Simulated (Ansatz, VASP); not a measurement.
# Rb in VASP and in Ansatz

```
CELL_PARAMETERS angstrom
-2.86724 2.83010 2.60258
2.86724 -2.83010 2.60258
2.86724 2.83010 -2.60258
ATOMIC_POSITIONS crystal
Rb 0.00000 0.00000 0.00000
```

Alike in both runs: task single point; functional PBE; k mesh 10 × 10 × 10; occupations gaussian, width 0.1 eV; no spin polarisation.

```csv
,VASP,Ansatz
version,VASP 6.6.1,Ansatz 0.2.0
potentials or method,"VASP PAW PBE potentials, release 64 (Rb_sv), cutoff 520 eV","scalar-relativistic, plane waves, PAW"
valence electrons in the cell,9,9
```

```tsv
	VASP	Ansatz	Ansatz less VASP
gap on the k mesh at the Fermi level (eV)	none	none	-
pressure (GPa)	0.3	0.3	0.00
```

A gap of «none» marks a metal or a gap that the smearing closes.
